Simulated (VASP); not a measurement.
Wanted: the native input for a VASP 6.6.1 run.

- Task: single point
- Functional: PBEsol
- Potentials or basis: VASP PAW PBE potentials, release 64 (W_sv)
- Cutoff: 500 eV
- k mesh: 14 × 14 × 14
- Occupations: fermi-dirac, width 0.05 eV
- Spin: no spin polarisation
- Dipole correction: no
- Further INCAR settings: ALGO = Normal; EDIFF = 1e-06; NBANDS = 13

The structure of W lies in POSCAR:

```
W
1.0
    0.0000000000      2.0706000000      2.0300000000
    2.0706000000      0.0000000000      2.0300000000
    2.0706000000      2.0706000000      0.0000000000
W
1
Direct
    0.0000000000      0.0000000000      0.0000000000
```

This cell differs from its parent crystal: equal xx and yy strain of +2 %.

One way to write it, as run:

INCAR

```
SYSTEM = W
  PREC = Accurate
  ENCUT = 500
  EDIFF = 1E-6
  ISMEAR = -1
  SIGMA = 0.05
  LREAL = .FALSE.
  LASPH = .TRUE.
  NELM = 120
  ALGO = Normal
  ISIF = 2
  LWAVE = .FALSE.
  LCHARG = .FALSE.
  GGA = PS
  NBANDS = 13
  GGA_COMPAT = .FALSE.
```

KPOINTS

```
Automatic mesh
0
G
  14 14 14
  0 0 0
```

Potentials or basis: VASP PAW PBE potentials, release 64 (W_sv).

Run with:

```console
$ cat potpaw_PBE.64/W_sv/POTCAR > POTCAR
$ mpirun -np 1 vasp_std > vasp.out
```

It gave:

```json
{
 "Pressure": "-21.4 GPa",
 "Band gap on the k mesh": "zero (band 7 reaches 12.55 eV, above the bottom of band 8 at 9.04 eV)"
}
```

Caveat: the cell differs from its parent crystal (equal xx and yy strain of +2 %); the PAW data sets were made with another functional, which shifts forces and pressure a little; spin-orbit coupling is left out, which moves the levels of the heavy elements.

Wall time 49 s on 1 thread of Intel Xeon 8259CL, on a shared host, peak memory 0.17 GiB.
